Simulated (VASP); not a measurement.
**Co: single point with PBE**

The system is Co.

```
Co
1.0
     2.51023    0.00000    0.00000
    -1.25511    2.17392    0.00000
     0.00000    0.00000    4.05678
Co
2
Direct
  0.33333 0.66667 0.25000
  0.66667 0.33333 0.75000
```

This cell differs from its parent crystal: volume scaled by 1.020.

```
Program             : VASP 6.6.1
Task                : single point
Functional          : PBE
Potentials or basis : VASP PAW PBE potentials, release 64 (Co)
Cutoff              : 520 eV
k mesh              : 20 × 20 × 12
Occupations         : gaussian, width 0.05 eV
Spin                : collinear spin, ferromagnetic start
Starting moments    : [1.85, 1.85] μB
```

```json
{"Pressure": "-4.7 GPa", "Net moment": "3.22 μB per cell", "Site moments": "Co +1.63 μB", "Valence electrons inside the program's atomic spheres": "Co 8.23"}
```

Levels at points of the mesh, in eV from the Fermi level:
Spin up:
```tsv
k point	band 8	band 9	band 10	band 11	band 12	band 13	band 14	band 15
(0.00, 0.00, 0.00)	-1.92	-1.92	-0.85	-0.85	-0.05	6.19	21.80	24.16
(0.50, 0.00, 0.00)	-0.73	-0.64	-0.58	1.25	3.22	9.54	10.16	12.56
(0.00, 0.00, 0.50)	-2.62	-1.16	-1.16	-1.16	-1.16	14.82	14.82	22.51
(0.50, 0.00, 0.50)	-1.07	-0.64	-0.64	1.58	1.58	7.08	7.08	18.07
```
Spin down:
```
           k point  band 3  band 4  band 5  band 6  band 7  band 8  band 9  band 10  band 11  band 12
(0.00, 0.00, 0.00)   -0.94   -0.92   -0.92   -0.56   -0.56   -0.15   -0.15    -0.13     1.03     1.03
(0.50, 0.00, 0.00)   -3.14   -1.81   -1.07   -0.99   -0.59    1.15    1.28     1.31     2.48     4.19
(0.00, 0.00, 0.50)   -1.48   -1.48   -0.98   -0.98   -0.98   -0.98    0.70     0.70     0.70     0.70
(0.50, 0.00, 0.50)   -2.29   -2.29   -0.05   -0.05    0.25    0.25    1.25     1.25     2.16     2.16
```

It took 7.8 min on 1 thread of Oxide Virtual Turin-like Processor, with other jobs on the host, peak memory 0.25 GiB.
